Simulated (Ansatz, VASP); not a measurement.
# One calculation of CdGeAs2, two programs

```
Cd As Ge
1.0
    -2.98887    2.98887    5.66430
     2.98887   -2.98887    5.66430
     2.98887    2.98887   -5.66430
Cd As Ge
2 4 2
Direct
  0.50000 0.50000 0.00000
  0.25000 0.75000 0.50000
  0.09622 0.12500 0.47122
  0.37500 0.90378 0.02878
  0.65378 0.62500 0.52878
  0.87500 0.34622 0.97122
  0.75000 0.25000 0.50000
  0.00000 0.00000 0.00000
```

Alike in both runs: functional PBE; k mesh 6 × 6 × 6; occupations fermi-dirac, width 0.05 eV; no spin polarisation.

|  | VASP | Ansatz |
| --- | --- | --- |
| version | VASP 6.6.1 | Ansatz 0.2.0 |
| potentials or method | VASP PAW PBE potentials, release 64 (Cd, As, Ge_d) | Ansatz PAW |
| plane-wave cutoff (eV) | 520 | 420 |
| valence electrons in the cell | 72 | 128 |
| task | single point | band structure |

```tsv
	VASP	Ansatz	Ansatz less VASP
gap on the k mesh at the Fermi level (eV)	0.19	0.19	0.000
least direct gap on the mesh (eV)	0.21	0.21	+0.002
pressure (GPa)	2.4	2.2	-0.22
traceless stress, the component that is largest in VASP (GPa)	-0.08	-0.07	+0.007
rms of the force components (eV/Å)	0.055	0.058	+0.0036
```

Atom by atom the forces differ by 0.004 eV/Å (rms over components). The functional is the same, so the differences come from potentials, cutoffs and numerics. VASP's potentials hold 72 valence electrons a cell and Ansatz's 128, so a difference there can come from the potentials and not from the codes.

Noted on Ansatz's run: the k mesh misses the band edges, so the gap on the mesh is wider than the one along the path.
